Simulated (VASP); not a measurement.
Input of a VASP 6.6.1 run:

Contents of INCAR:

```
  PREC = Accurate
  ENCUT = 520
  EDIFF = 1E-7
  ISMEAR = 0
  SIGMA = 0.02
  LREAL = Auto
  LASPH = True
  NELM = 60
  ALGO = Normal
  ISIF = 2
  LWAVE = False
  LCHARG = False
  GGA = PE
  NBANDS = 89
```

Contents of KPOINTS:

```
Automatic mesh
0
Gamma
  2 2 2
  0.5 0.5 0.5
```

Contents of POSCAR:

```
Si32O
1.0
    5.4700937548      5.4700937548      5.4700937548
    5.4700937548     -5.4700937548     -5.4700937548
   -5.4700937548      5.4700937548     -5.4700937548
Si O
32 1
Direct
    0.7460628068      0.7448094462      0.2414965921
   -0.0003209269      0.7498321206     -0.0016201733
    0.7421532760      0.4839004812      0.4915285040
    0.2484119214      0.7499764508      0.7491595544
    0.0087146587      0.5028504306      0.2531585494
    0.4985966644      0.7484076477      0.4990169497
    0.2530236340      0.5067269638      0.0028465691
    0.7495035156      0.2494616292      0.7497878800
   -0.0000262336      0.2490890579      0.4997161150
    0.5014900334      0.5005431575      0.7528992527
    0.7494462040     -0.0010020852     -0.0001931411
    0.2578956711      0.2582411862      0.2648982019
    0.5232894770      0.2636146773      0.0133885274
   -0.0400755471     -0.0464136469      0.7067906280
    0.2492017616     -0.0011814240      0.4998174844
    0.4992182259     -0.0026688756      0.2487093569
    0.5016017317      0.7514229526      0.2509928644
    0.7494344126      0.7484829664     -0.0029111932
    0.5052196770      0.5039535196      0.5085130392
   -0.0135992185      0.7267068314      0.7366296961
    0.7660577109      0.5078696316      0.2585345084
    0.2526822321      0.7507682106      0.5012870205
    0.0005263164      0.5004881310      0.0002471621
    0.5001513909      0.2503030225      0.7516225835
    0.7471458778      0.2412505268      0.4968742990
    0.2510009081      0.5005605247      0.7502082567
    0.5000261646      0.0016052741      0.0008372800
    0.0008934033      0.2500235026      0.2503348318
    0.2963995816      0.2900825052      0.0432374673
    0.7433021594     -0.0030273704      0.7471722942
   -0.0082233508     -0.0079046177      0.4851336410
    0.2511589493      0.0008030941      0.2501825492
    0.1509104847      0.0990834937     -0.1249756459
```

Potentials or basis: VASP PAW PBE potentials, release 64 (Si, O).

Command:

```bash
$ cat potpaw_PBE.64/Si/POTCAR potpaw_PBE.64/O/POTCAR > POTCAR
$ mpirun -np 1 vasp_std > vasp.out
```

Q: Estimate the largest force.

A: 0.047 eV/Å.

Q: Predict the pressure.

A: 1.7 GPa.

Forces in eV/Å, atoms in the order of the input:
```
Si  -0.002  0.002  0.002
Si   0.002  0.001 -0.002
Si   0.006 -0.001 -0.004
Si  -0.001  0.001  0.001
Si  -0.002  0.000 -0.003
Si   0.000  0.002 -0.002
Si   0.000  0.003 -0.001
Si   0.000 -0.001  0.003
Si  -0.001  0.001 -0.001
Si   0.003  0.000  0.001
Si   0.003  0.001  0.000
Si   0.003  0.000 -0.001
Si   0.002 -0.001 -0.002
Si  -0.026 -0.030  0.026
Si   0.002 -0.001 -0.002
Si   0.001  0.001 -0.002
Si   0.002 -0.002  0.000
Si  -0.003 -0.001  0.001
Si  -0.005  0.001  0.000
Si  -0.002 -0.004 -0.002
Si  -0.003 -0.001  0.002
Si   0.000  0.001  0.001
Si   0.002  0.003 -0.001
Si  -0.002  0.001  0.000
Si  -0.001 -0.001 -0.003
Si   0.000  0.001  0.001
Si  -0.001 -0.001  0.003
Si   0.003  0.001  0.002
Si   0.025  0.027 -0.026
Si  -0.001 -0.004  0.005
Si  -0.005 -0.003  0.001
Si   0.001  0.000  0.000
O    0.000  0.006  0.003
```
